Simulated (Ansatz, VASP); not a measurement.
One calculation of Ni, two programs

INCAR

```
SYSTEM = Ni
ALGO = Normal
EDIFF = 1E-7
ENCUT = 520
GGA = PE
ISIF = 2
ISMEAR = 0
ISPIN = 2
LASPH = .True.
LCHARG = .True.
LELF = .True.
LMAXMIX = 4
LORBIT = 11
LREAL = .False.
LVHAR = .True.
LWAVE = .False.
MAGMOM = 1 1
NBANDS = 21
NELM = 150
PREC = Accurate
SIGMA = 0.019000000000000003
```

File KPOINTS:

```
k-points
0
Gamma
  12 12 7
  0 0 0
```

POSCAR

```
Ni
1.0
    2.4480228978      0.0000000000      0.0000000000
   -1.2240114489      2.1200500186      0.0000000000
    0.0000000000      0.0000000000      4.0728075700
Ni
2
Direct
    0.6666666667      0.3333333333      0.7500000000
    0.3333333333      0.6666666667      0.2500000000
```

File input.yaml:

```yaml
crystal:
  lattice:
    - [2.4480228978, 0.0, 0.0]
    - [-1.2240114489, 2.1200500186, 0.0]
    - [0.0, 0.0, 4.07280757]
  atoms:
    - { symbol: Ni, position: [0.6666666667, 0.3333333333, 0.75], spin: 1.0 }
    - { symbol: Ni, position: [0.3333333333, 0.6666666667, 0.25], spin: 1.0 }
hamiltonian:
  xc: pbe
  pseudopotentials: { kind: paw }
magnetization:
  spin_polarized: true
kpoints:
  mp_grid: { grid: [12, 12, 7] }
scf:
  occupations: { method: gaussian, width: 0.019 }
output:
  forces: true
  stress: true
  eigenvalues: true
```

Alike in both runs: task single point; functional PBE; k mesh 12 × 12 × 7; occupations gaussian, width 0.019 eV; collinear spin.

|  | VASP | Ansatz |
| --- | --- | --- |
| version | VASP 6.6.1 | Ansatz 0.2.0 |
| potentials or method | VASP PAW PBE potentials, release 64 (Ni) | Ansatz PAW |
| plane-wave cutoff (eV) | 520 | 420 |
| valence electrons in the cell | 20 | 36 |

```tsv
	VASP	Ansatz	Ansatz less VASP
gap on the k mesh at the Fermi level (eV)	none	none	-
pressure (GPa)	6.9	7.3	+0.38
traceless stress, the component that is largest in VASP (GPa)	-2.32	-2.52	-0.197
net moment per atom (μB)	0.63	0.67	+0.039
size of the moment on the site where the two differ most (μB)	0.64	0.71	+0.069
```

Site moments also hang on the region over which each program counts them. A gap of «none» marks a metal or a gap that the smearing closes. VASP's potentials hold 20 valence electrons a cell and Ansatz's 36, so a difference there can come from the potentials and not from the codes.
